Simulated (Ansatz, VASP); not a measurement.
**AlNi3 in VASP and in Ansatz**

File INCAR:

```
PREC     = Accurate       # precision mode
ENCUT    = 520            # plane-wave cutoff, eV
EDIFF    = 1E-6           # SCF threshold, eV
ISMEAR   = 0              # smearing method
SIGMA    = 0.15           # smearing width, eV
LREAL    = False          # projectors in reciprocal space
LASPH    = True           # aspherical terms in the spheres
NELM     = 100            # most SCF steps
ALGO     = Fast           # electronic algorithm
ISIF     = 2              # what is computed and relaxed
LWAVE    = False          # write WAVECAR
LCHARG   = False          # write CHGCAR
GGA      = PS             # functional
NBANDS   = 24             # bands
```

Contents of KPOINTS:

```
Automatic mesh
0
Gamma
  14 14 14
```

File POSCAR:

```
AlNi3
1.0
    0.0000000000      2.7984078565      2.7984078565
    2.7984078565      0.0000000000      2.7984078565
    2.7984078565      2.7984078565      0.0000000000
Al Ni
1 3
Direct
    0.5000000000      0.5000000000      0.5000000000
    0.2500000000      0.2500000000      0.2500000000
    0.1072038157      0.1072038157     -0.1072038157
    0.7500000000      0.7500000000      0.7500000000
```

Input for Ansatz:

```yaml
crystal:
  lattice:
    - [0.0, 2.7984078565, 2.7984078565]
    - [2.7984078565, 0.0, 2.7984078565]
    - [2.7984078565, 2.7984078565, 0.0]
  atoms:
    - { symbol: Al, position: [0.5, 0.5, 0.5] }
    - { symbol: Ni, position: [0.25, 0.25, 0.25] }
    - { symbol: Ni, position: [0.1072038157, 0.1072038157, -0.1072038157] }
    - { symbol: Ni, position: [0.75, 0.75, 0.75] }
basis:
  ecutwfc: 420
kpoints:
  mp_grid: { grid: [14, 14, 14] }
hamiltonian:
  xc: pbesol
scf:
  occupations: { method: gaussian, width: 0.15 }
output:
  forces: true
  stress: true
  eigenvalues: true
```

Alike in both runs: task single point; functional PBEsol; k mesh 14 × 14 × 14; occupations gaussian, width 0.15 eV; no spin polarisation.

|  | VASP | Ansatz |
| --- | --- | --- |
| version | VASP 6.6.1 | Ansatz 0.2.0 |
| potentials or method | VASP PAW PBE potentials, release 64 (Al, Ni), cutoff 520 eV | scalar-relativistic, plane waves, PAW |
| valence electrons in the cell | 33 | 57 |

VASP gave:

```
gap on the k mesh at the Fermi level (eV)                     : none
pressure (GPa)                                                : 22.1
traceless stress, the component that is largest in VASP (GPa) : -6.21
rms of the force components (eV/Å)                            : 2.086
```

Estimate Ansatz's values.

gap on the k mesh at the Fermi level (eV): none; pressure (GPa): 22.2; traceless stress, the component that is largest in VASP (GPa): -6.49; rms of the force components (eV/Å): 2.093.

VASP's potentials were made for PBE, not for PBEsol. Atom by atom the forces differ by 0.011 eV/Å (rms over components). A gap of «none» marks a metal or a gap that the smearing closes. The functional is the same, so the differences come from potentials, cutoffs and numerics. VASP's potentials hold 33 valence electrons a cell and Ansatz's 57, so a difference there can come from the potentials and not from the codes.
